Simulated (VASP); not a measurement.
Crystal: AlN.

```
Al N
1.0
     3.17405    0.00000    0.00000
    -1.58703    2.74881    0.00000
     0.00000    0.00000    5.07869
Al N
2 2
Direct
  0.66667 0.33333 0.50000
  0.33333 0.66667 0.00000
  0.66667 0.33333 0.88000
  0.33333 0.66667 0.38000
```

Program: VASP 6.6.1. Alike in all runs: task single point; potentials or basis VASP PAW PBE potentials, release 64 (Al, N); no spin polarisation; cell as given; k mesh 10 × 10 × 6; cutoff (eV) 520; smearing fermi-dirac 0.05 eV.

Task: Order these runs on this cell by their pressure, lowest first.
A. level BLYP
B. level SVWN5
C. level PBE+D4

Result: B (-14.1 GPa), C (-11.5 GPa), A (-4.1 GPa).

Caveats: the PAW data sets were made with another functional, which shifts forces and pressure a little (some runs).
